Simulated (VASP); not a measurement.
A run of VASP 6.6.1 is set up as follows.

The input INCAR:

```
PREC     = Accurate       # precision mode
ENCUT    = 600            # plane-wave cutoff, eV
EDIFF    = 1E-6           # SCF threshold, eV
ISMEAR   = 0              # smearing method
SIGMA    = 0.02           # smearing width, eV
LREAL    = False          # projectors in reciprocal space
LASPH    = True           # aspherical terms in the spheres
NELM     = 120            # most SCF steps
ALGO     = Normal         # electronic algorithm
ISIF     = 2              # what is computed and relaxed
LWAVE    = False          # write WAVECAR
LCHARG   = False          # write CHGCAR
GGA      = PE             # functional
IVDW     = 12             # dispersion correction
NBANDS   = 11             # bands
GGA_COMPAT= False
```

Contents of KPOINTS:

```
regular mesh
0
Gamma
  14 14 8
```

File POSCAR:

```
C
1.0
    2.1230513791     -1.2254964969     -0.0131891320
    2.1230513791      1.2254964969     -0.0131891320
   -1.3996216464      0.0000000000      3.0110285430
C
2
Direct
    0.8334939402      0.8334939402      0.0005487479
    0.1665060598      0.1665060598      0.9994512521
```

Potentials or basis: VASP PAW PBE potentials, release 64 (C).

Launch:

```sh
$ cat potpaw_PBE.64/C/POTCAR > POTCAR
$ mpirun -np 1 vasp_std > vasp.out
```

(1) What does it give for the band gap on the k mesh?

(2) What does it give for the pressure?

Results:

(1) 0.17 eV, direct.

(2) 8.0 GPa.
